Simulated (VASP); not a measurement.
Write the native input for VASP 6.6.1 that does the following.

```yaml
Task: single point
Functional: PBE
Potentials_or_basis: VASP PAW PBE potentials, release 64 (Sn_d, Pb_d, O)
Cutoff: 520 eV
k_mesh: 4 × 2 × 4
Occupations: gaussian, width 0.1 eV
Spin: no spin polarisation
Dipole_correction: no
Further_INCAR_settings: ALGO = Normal; EDIFF = 1e-06; NBANDS = 72
```

The structure of Sn2PbO3 lies in POSCAR:

```
Sn2PbO3
1.0
    3.9131173400      0.0000000000      0.0000000000
    0.0000000000     11.7393520200      0.0000000000
    0.0000000000      0.0000000000      4.9773369500
Sn Pb O
4 2 6
Direct
    0.0000000000      0.8333333300      0.2385000000
    0.0000000000      0.1666666700      0.2385000000
    0.5000000000      0.3333333300      0.7615000000
    0.5000000000      0.6666666700      0.7615000000
    0.0000000000      0.5000000000      0.2385000000
    0.5000000000      0.0000000000      0.7615000000
    0.0000000000      0.3333333300      0.0000000000
    0.0000000000      0.6666666700      0.0000000000
    0.0000000000      0.0000000000      0.0000000000
    0.5000000000      0.5000000000      0.0000000000
    0.5000000000      0.8333333300      0.0000000000
    0.5000000000      0.1666666700      0.0000000000
```

These files were run (other wordings do the same):

INCAR

```
PREC     = Accurate       # precision mode
ENCUT    = 520            # plane-wave cutoff, eV
EDIFF    = 1E-6           # SCF threshold, eV
ISMEAR   = 0              # smearing method
SIGMA    = 0.1            # smearing width, eV
LREAL    = F              # projectors in reciprocal space
LASPH    = T              # aspherical terms in the spheres
NELM     = 60             # most SCF steps
ALGO     = Normal         # electronic algorithm
ISIF     = 2              # what is computed and relaxed
LWAVE    = F              # write WAVECAR
LCHARG   = F              # write CHGCAR
GGA      = PE             # functional
NBANDS   = 72             # bands
```

KPOINTS

```
Automatic mesh
0
Gamma
  4 2 4
```

Potentials or basis: VASP PAW PBE potentials, release 64 (Sn_d, Pb_d, O).

Run with:

```console
$ cat potpaw_PBE.64/Sn_d/POTCAR potpaw_PBE.64/Pb_d/POTCAR potpaw_PBE.64/O/POTCAR > POTCAR
$ mpirun -np 1 vasp_std > vasp.out
```

It gave:

- Pressure: 0.7 GPa
- Largest force: 1.118 eV/Å
- Band gap on the k mesh: 0.60 eV (least direct gap 2.18 eV)

Caveat: spin-orbit coupling is left out, which moves the levels of the heavy elements; forces of over 1 eV/Å act on the atoms, so gaps and moduli don't describe the material at rest.

It took 6.4 min on 1 thread of Intel(R) Xeon(R) Platinum 8259CL CPU @ 2.50GHz (Skylake/Cascade Lake) (shared host), peak memory 0.45 GiB.
